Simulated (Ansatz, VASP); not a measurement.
SrTiO3: VASP beside Ansatz

```
CELL_PARAMETERS angstrom
3.98310 0.00000 0.00000
0.00000 3.98310 0.00000
0.00000 0.00000 3.90500
ATOMIC_POSITIONS crystal
Sr 0.00000 0.00000 0.00000
Ti 0.50000 0.50000 0.50000
O 0.00000 0.50000 0.50000
O 0.50000 0.00000 0.50000
O 0.50000 0.50000 0.00000
```

Change from the starting cell: equal xx and yy strain of +2 %.

Alike in both runs: task single point; functional PBE; k mesh 7 × 7 × 7; occupations fermi-dirac, width 0.05 eV; no spin polarisation.

|  | VASP | Ansatz |
| --- | --- | --- |
| version | VASP 6.6.1 | Ansatz 0.2.0 |
| potentials or method | VASP PAW PBE potentials, release 64 (Sr_sv, Ti_sv, O), cutoff 520 eV | all-electron LAPW, scalar-relativistic |

```tsv
	VASP	Ansatz	Ansatz less VASP
gap on the k mesh at the Fermi level (eV)	1.82	1.84	+0.026
pressure (GPa)	-1.8	-2.5	-0.66
traceless stress, the component that is largest in VASP (GPa)	2.78	2.72	-0.054
```

Ansatz ran all-electron here, and VASP with PAW potentials.
